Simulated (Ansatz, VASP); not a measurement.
NbH2 in VASP and in Ansatz

The input INCAR:

```
PREC     = Accurate       # precision mode
ENCUT    = 520            # plane-wave cutoff, eV
EDIFF    = 1E-6           # SCF threshold, eV
ISMEAR   = 0              # smearing method
SIGMA    = 0.15           # smearing width, eV
LREAL    = F              # projectors in reciprocal space
LASPH    = T              # aspherical terms in the spheres
NELM     = 100            # most SCF steps
ALGO     = Normal         # electronic algorithm
ISIF     = 2              # what is computed and relaxed
LWAVE    = F              # write WAVECAR
LCHARG   = F              # write CHGCAR
GGA      = PS             # functional
NBANDS   = 14             # bands
```

The input KPOINTS:

```
Automatic mesh
0
Gamma
  16 16 16
```

File POSCAR:

```
NbH2
1.0
   -0.1759790783      2.1334576444      2.1334576444
    2.1334576444     -0.1759790783      2.1334576444
    2.1334576444      2.1334576444     -0.1759790783
Nb H
1 2
Direct
    0.0000000000      0.0000000000      0.0000000000
    0.2500000000      0.2500000000      0.2500000000
    0.7500000000      0.7500000000      0.7500000000
```

Input for Ansatz:

```yaml
crystal:
  lattice:
    - [-0.1759790783, 2.1334576444, 2.1334576444]
    - [2.1334576444, -0.1759790783, 2.1334576444]
    - [2.1334576444, 2.1334576444, -0.1759790783]
  atoms:
    - { symbol: Nb, position: [0.0, 0.0, 0.0] }
    - { symbol: H, position: [0.25, 0.25, 0.25] }
    - { symbol: H, position: [0.75, 0.75, 0.75] }
basis:
  ecutwfc: 520.0
kpoints:
  mp_grid: { grid: [16, 16, 16] }
hamiltonian:
  xc: pbesol
  pseudopotentials: { kind: paw }
scf:
  occupations: { method: gaussian, width: 0.15 }
output:
  forces: true
  stress: true
  eigenvalues: true
```

Alike in both runs: task single point; functional PBEsol; k mesh 16 × 16 × 16; occupations gaussian, width 0.15 eV; no spin polarisation.

```csv
,VASP,Ansatz
version,VASP 6.6.1,Ansatz 0.2.0
potentials or method,"VASP PAW PBE potentials, release 64 (Nb_sv, H), cutoff 520 eV","scalar-relativistic, plane waves, PAW"
valence electrons in the cell,15,15
```

```tsv
	VASP	Ansatz	Ansatz less VASP
gap on the k mesh at the Fermi level (eV)	none	none	-
pressure (GPa)	15.5	16.0	+0.54
traceless stress, the component that is largest in VASP (GPa)	15.72	15.77	+0.054
rms of the force components (eV/Å)	0.565	0.567	+0.0020
```

VASP's potentials were made for PBE, not for PBEsol. Atom by atom the forces differ by 0.002 eV/Å (rms over components). A gap of «none» marks a metal or a gap that the smearing closes. With one functional, cell and mesh, what is left measures potentials, basis and numerics.
